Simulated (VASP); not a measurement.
# Si2Ni (I4/mmm) in VASP: further runs

Runs on Si2Ni. Level: PBE. Tasks: single point.

Everything below comes from runs of VASP 6.6.1. Logs are shortened: lines on timing, memory, paths and dates and some standing lists are left out, and cuts for length are marked.

## Step 1: The cell of the first run

It takes space group I4/mmm (No. 139, tetragonal). Conventional cell: a = 4.006 Å, b = 4.006 Å, c = 5.170 Å, α = 90.00°, β = 90.00°, γ = 90.00°. Si (site symmetry -4m2) has 4 Ni at 2.38 Å and 6 Si at 2.58 to 2.83 Å within 3.1 Å. Ni (site symmetry 4/mmm) has 8 Si at 2.38 Å within 3.1 Å.

## Step 2: Single point, PBE (biaxial strain in the a-b plane: +4.0 %, then relaxed in part)

INCAR reads:

```
  ALGO = Normal
  EDIFF = 1E-6
  ENCUT = 520
  GGA = PE
  ISIF = 2
  ISMEAR = 0
  LASPH = T
  LCHARG = F
  LREAL = F
  LWAVE = F
  NBANDS = 27
  NELM = 100
  PREC = Accurate
  SIGMA = 0.1
```

KPOINTS reads:

```
k-points
0
Gamma
  10 10 8
```

POSCAR reads:

```
Si2Ni
1.0
    2.8323302291      2.8323302291      0.0000000000
   -2.8323302291      2.8323302291      0.0000000000
    0.0000000000      0.0000000000      5.1697302852
Si Ni
4 2
Direct
    0.0000000000      0.5000000000      0.7500000000
    0.5000000000      0.0000000000      0.7500000000
    0.5000000000      0.0000000000      0.2500000000
    0.0000000000      0.5000000000      0.2500000000
    0.0000000000      0.0000000000      0.0000000000
    0.5000000000      0.5000000000      0.5000000000
```

Potentials or basis: VASP PAW PBE potentials, release 64 (Si, Ni).

The run is started by

```console
cat potpaw_PBE.64/Si/POTCAR potpaw_PBE.64/Ni/POTCAR > POTCAR
mpirun -np 1 vasp_std > vasp.out
```

OUTCAR:

```text
EDIFF = 1E-6
   ENCUT = 520
   GGA = PE
   ISIF = 2
   ISMEAR = 0
   LASPH = T
   LREAL = F
   NELM = 100
   PREC = Accurate

 ion  position               nearest neighbor table
   1  0.000  0.500  0.750-   5 2.38   6 2.38   5 2.38   6 2.38   4 2.58   4 2.58   2 2.83   2 2.83
                             2 2.83   2 2.83
   2  0.500  0.000  0.750-   5 2.38   6 2.38   6 2.38   5 2.38   3 2.58   3 2.58   1 2.83   1 2.83
                             1 2.83   1 2.83
   3  0.500  0.000  0.250-   5 2.38   6 2.38   6 2.38   5 2.38   2 2.58   2 2.58   4 2.83   4 2.83
                             4 2.83   4 2.83
   4  0.000  0.500  0.250-   5 2.38   6 2.38   5 2.38   6 2.38   1 2.58   1 2.58   3 2.83   3 2.83
                             3 2.83   3 2.83
   5  0.000  0.000  0.000-   1 2.38   2 2.38   3 2.38   4 2.38   1 2.38   4 2.38   2 2.38   3 2.38

   6  0.500  0.500  0.500-   1 2.38   2 2.38   3 2.38   4 2.38   2 2.38   3 2.38   1 2.38   4 2.38

  LATTYP: Found a simple tetragonal cell.
 ALAT       =     4.0055198231
 C/A-ratio  =     1.2906515293

  Lattice vectors:

 A1 = (   2.8323302291,   2.8323302291,   0.0000000000)
 A2 = (  -2.8323302291,   2.8323302291,   0.0000000000)
 A3 = (   0.0000000000,   0.0000000000,   5.1697302852)

Analysis of symmetry for initial positions (statically):
=====================================================================
 Subroutine PRICEL returns following result:

  LATTYP: Found a body centered tetragonal cell.
 ALAT       =     4.0055198231
 C/A-ratio  =     1.2906515293

  Lattice vectors:

 A1 = (   0.0000000000,  -2.8323302291,  -2.5848651426)
 A2 = (   0.0000000000,   2.8323302291,  -2.5848651426)
 A3 = (   2.8323302291,   0.0000000000,   2.5848651426)

   2 primitive cells build up your supercell.

 Routine SETGRP: Setting up the symmetry group for a
 simple tetragonal supercell.

 Subroutine GETGRP returns: Found 16 space group operations
 (whereof 16 operations were pure point group operations)
 out of a pool of 16 trial point group operations.

The static configuration has the point symmetry D_4h.

Analysis of symmetry for dynamics (positions and initial velocities):
=====================================================================
 Subroutine PRICEL returns following result:

  LATTYP: Found a body centered tetragonal cell.
 ALAT       =     4.0055198231
 C/A-ratio  =     1.2906515293

  Lattice vectors:

 A1 = (   0.0000000000,  -2.8323302291,  -2.5848651426)
 A2 = (   0.0000000000,   2.8323302291,  -2.5848651426)
 A3 = (   2.8323302291,   0.0000000000,   2.5848651426)

   2 primitive cells build up your supercell.

 Routine SETGRP: Setting up the symmetry group for a
 simple tetragonal supercell.

 Subroutine GETGRP returns: Found 16 space group operations
 (whereof 16 operations were pure point group operations)
 out of a pool of 16 trial point group operations.

The dynamic configuration has the point symmetry D_4h.

 Subroutine INISYM returns: Found 16 space group operations
 (whereof 16 operations are pure point group operations),
 and found     2 'primitive' translations

----------------------------------------------------------------------------------------

                                     Primitive cell

  volume of cell :      41.4721

  direct lattice vectors                    reciprocal lattice vectors
     0.000000000 -2.832330229 -2.584865143     0.176533087 -0.176533087 -0.193433689
     0.000000000  2.832330229 -2.584865143     0.176533087  0.176533087 -0.193433689
     2.832330229  0.000000000  2.584865143     0.353066175  0.000000000  0.000000000

  length of vectors
     3.834530262  3.834530262  3.834530262     0.315823454  0.315823454  0.353066175

  position of ions in fractional coordinates (direct lattice)
     0.750000000  0.250000000  0.500000000
     0.250000000  0.750000000  0.500000000
     0.000000000  0.000000000  0.000000000

  ion indices of the primitive-cell ions
   primitive index   ion index
                 1           1
                 2           4
                 3           5

----------------------------------------------------------------------------------------

 KPOINTS: k-points

Automatic generation of k-mesh.
 Grid dimensions read from file:
 generate k-points for:   10   10    8

 Generating k-lattice:

  Cartesian coordinates                     Fractional coordinates (reciprocal lattice)
     0.017653309  0.017653309  0.000000000     0.100000000  0.000000000  0.000000000
    -0.017653309  0.017653309  0.000000000     0.000000000  0.100000000  0.000000000
     0.000000000  0.000000000  0.024179211     0.000000000  0.000000000  0.125000000

  Length of vectors
     0.024965549  0.024965549  0.024179211

  Shift w.r.t. Gamma in fractional coordinates (k-lattice)
     0.000000000  0.000000000  0.000000000

 Subroutine IBZKPT returns following result:
 ===========================================

 Found    105 irreducible k-points:

 Following reciprocal coordinates:
            Coordinates               Weight
  0.000000  0.000000  0.000000      1.000000
  0.100000  0.000000  0.000000      4.000000
  0.200000  0.000000  0.000000      4.000000
  0.300000  0.000000  0.000000      4.000000
  0.400000  0.000000  0.000000      4.000000
  0.500000  0.000000  0.000000      2.000000
[... 16 lines left out ...]
  0.100000  0.000000  0.125000      8.000000
  0.200000  0.000000  0.125000      8.000000
 [... further k-points ...]
   k-points           NKPTS =    105   k-points in BZ     NKDIM =    105   number of bands    NBANDS=     27
   number of dos      NEDOS =    301   number of ions     NIONS =      6
   total plane-waves  NPLWV =  36000
   dimension x,y,z NGX =    30 NGY =   30 NGZ =   40
   dimension x,y,z NGXF=    60 NGYF=   60 NGZF=   80
   ions per type =               4   2
   NGX,Y,Z   is equivalent  to a cutoff of  12.45, 12.45, 12.86 a.u.
   NGXF,Y,Z  is equivalent  to a cutoff of  24.90, 24.90, 25.73 a.u.
 SYSTEM =  unknown system
   PREC   = accura    normal or accurate (medium, high low for compatibility)
   ISTART =      0    job   : 0-new  1-cont  2-samecut
   ICHARG =      2    charge: 1-file 2-atom 10-const
   ISPIN  =      1    spin polarized calculation?
   LNONCOLLINEAR =      F non collinear calculations
   LSORBIT =      F    spin-orbit coupling
   LASPH  =      T    aspherical Exc in radial PAW
   ENCUT  =  520.0 eV  38.22 Ry    6.18 a.u.   7.45  7.45  9.61*2*pi/ulx,y,z
   NELM   =    100;   NELMIN=  2; NELMDL= -5     # of ELM steps
   EDIFF  = 0.1E-05   stopping-criterion for ELM
   LREAL  =      F    real-space projection
   EDIFFG = 0.1E-04   stopping-criterion for IOM
   NSW    =      0    number of steps for IOM
   IBRION =     -1    ionic relax: 0-MD 1-quasi-New 2-CG
   NFREE  =      0    steps in history (QN), initial steepest desc. (CG)
   ISIF   =      2    stress and relaxation
   ISYM   =      2    0-nonsym 1-usesym 2-fastsym
   POTIM  = 0.5000    time-step for ionic-motion
   TEBEG  =    0.0;   TEEND  =   0.0 temperature during run
   PSTRESS=    0.0 pullay stress
   NELECT =      36.0000    total number of electrons
   NUPDOWN=      -1.0000    fix difference up-down
   EMIN   =  10.00;   EMAX   =-10.00  energy-range for DOS
   EFERMI =   0.00;   METHOD = LEGACY
   ISMEAR =     0;   SIGMA  =   0.10  broadening in eV -4-tet -1-fermi 0-gaus
   EFERMI_NEDOS =   21; number of points for ismear=-14 and -15
   IALGO  =     38    algorithm
   IMIX   =      4    mixing-type and parameters
     AMIX     =   0.40;   BMIX     =  1.00
     AMIX_MAG =   1.60;   BMIX_MAG =  1.00
  volume/ion in A,a.u.               =      13.82        93.29
  Fermi-wavevector in a.u.,A,eV,Ry     =   1.239502  2.342318 20.903506  1.536364
  Thomas-Fermi vector in A             =   2.373982
   LORBIT       =      0    0 simple, 1 ext, 2 COOP (PROOUT), +10 PAW based schemes
   GGA     = PE    functional components
   LHFCALC =     F    Hartree Fock is set to
   AEXX    =    0.0000 exact exchange contribution
   IVDW    =     0    specifies the selected vdW correction
   LEPSILON=     F    determine dielectric tensor
   LRPA    =     F    only Hartree local field effects (RPA)
 non-spin polarized calculation
 Gauss-broadening in eV      SIGMA  =   0.10
  energy-cutoff  :      520.00
  volume of cell :       82.94
 maximum number of plane-waves:      2291
 NGX is ok and might be reduce to    30
   NGX = 15   NGY = 15   NGZ = 19

 number of electron      35.9999984 magnetization

 Free energy of the ion-electron system (eV)
  ---------------------------------------------------
  ext. energy  EPLUGINS =         0.00000000
  ---------------------------------------------------
  free energy    TOTEN  =       -34.63786114 eV

  energy without entropy =      -34.62585417  energy(sigma->0) =      -34.63185765

 E-fermi :   9.6348     XC(G=0): -11.3683

 val. band max:        9.6249479707   @ k =   0.4000   0.4000   0.1250
 cond. band min:       9.6408403293   @ k =   0.1000   0.1000   0.5000
 fundamental gap:      0.0158923586
 Fermi energy:         9.6347933136

 k-point     1 :       0.0000    0.0000    0.0000
  band No.  band energies     occupation
      1      -3.6860      2.00000
      2       1.0284      2.00000
      3       1.9493      2.00000
      4       2.1347      2.00000
      5       4.6468      2.00000
      6       4.9877      2.00000
[... 19 lines left out ...]
     26      13.5187      0.00000
     27      16.2530      0.00000

 k-point     2 :       0.1000    0.0000    0.0000
  band No.  band energies     occupation
      1      -3.5974      2.00000
      2       1.0954      2.00000
      3       1.7271      2.00000
      4       2.2194      2.00000
      5       4.6507      2.00000
      6       4.8227      2.00000
[... 19 lines left out ...]
     26      13.7025      0.00000
     27      16.2020      0.00000

 k-point     3 :       0.2000    0.0000    0.0000
  band No.  band energies     occupation
      1      -3.3332      2.00000
      2       1.0934      2.00000
      3       1.2944      2.00000
      4       2.4760      2.00000
      5       4.3922      2.00000
      6       4.6422      2.00000
[... 594 lines left out ...]
      1      -3.5126      2.00000
      2       0.3601      2.00000
      3       1.8006      2.00000
      4       3.0383      2.00000
      5       4.3649      2.00000
      6       4.9323      2.00000
[... 19 lines left out ...]
     26      13.9338      0.00000
     27      15.1783      0.00000

 k-point    24 :       0.2000    0.0000    0.1250
  band No.  band energies     occupation
      1      -3.2489      2.00000
      2       0.5706      2.00000
      3       1.1908      2.00000
      4       3.2517      2.00000
      5       3.9852      2.00000
      6       4.8128      2.00000
[... 19 lines left out ...]
     26      14.7621      0.00000
     27      15.0235      0.00000

 [... further k-points ...]
[... 5 lines left out ...]
  --------------------------------------------------------------------------------------
  -------------------------------------------------------------------------------------
  Total       -2.8853161     -2.8853161     -0.0239750      0.0000000      0.0000000      0.0000000
  in kB      -55.7337570    -55.7337570     -0.4631088      0.0000000      0.0000000      0.0000000
  external PRESSURE =     -37.3102076 kB  Pullay stress =       0.0000000 kB

 VOLUME and BASIS-vectors are now :
 -----------------------------------------------------------------------------
  energy-cutoff  :      520.00
  volume of cell :       82.94
      direct lattice vectors                 reciprocal lattice vectors
     2.832330229  2.832330229  0.000000000     0.176533087  0.176533087  0.000000000
    -2.832330229  2.832330229  0.000000000    -0.176533087  0.176533087  0.000000000
     0.000000000  0.000000000  5.169730285     0.000000000  0.000000000  0.193433689

 POSITION                                       TOTAL-FORCE (eV/Angst)
 -----------------------------------------------------------------------------------
     -1.41617      1.41617      3.87730         0.000000      0.000000      0.000000
      1.41617      1.41617      3.87730         0.000000     -0.000000      0.000000
      1.41617      1.41617      1.29243         0.000000     -0.000000      0.000000
     -1.41617      1.41617      1.29243         0.000000      0.000000      0.000000
      0.00000      0.00000      0.00000        -0.000000      0.000000      0.000000
      0.00000      2.83233      2.58487        -0.000000     -0.000000     -0.000000
 -----------------------------------------------------------------------------------
    total drift:                               -0.000000      0.000000      0.000000

  FREE ENERGIE OF THE ION-ELECTRON SYSTEM (eV)
  ---------------------------------------------------
  free  energy   TOTEN  =       -34.6378611428 eV

  energy  without entropy=      -34.6258541653  energy(sigma->0) =      -34.63185765
```

Wall time 1.7 min (1 thread of Intel Xeon 6975P-C (Granite Rapids), shared host); peak memory 0.31 GiB.

Results:

```
Free energy            : -34.6379 eV
Pressure               : -3.7 GPa
Band gap on the k mesh : zero (band 18 reaches 10.63 eV, above the bottom of band 19 at 8.91 eV)
```

Stress tensor (GPa, compression positive):
```
-5.57  0.00  0.00
 0.00 -5.57  0.00
 0.00  0.00 -0.05
```

Caveat: the cell differs from its parent crystal (biaxial strain in the a-b plane: +4.0 %, then relaxed in part). Spin polarisation is off, so any magnetic state and its effect on volume and gap are missing.

[end of part 1 of 2]
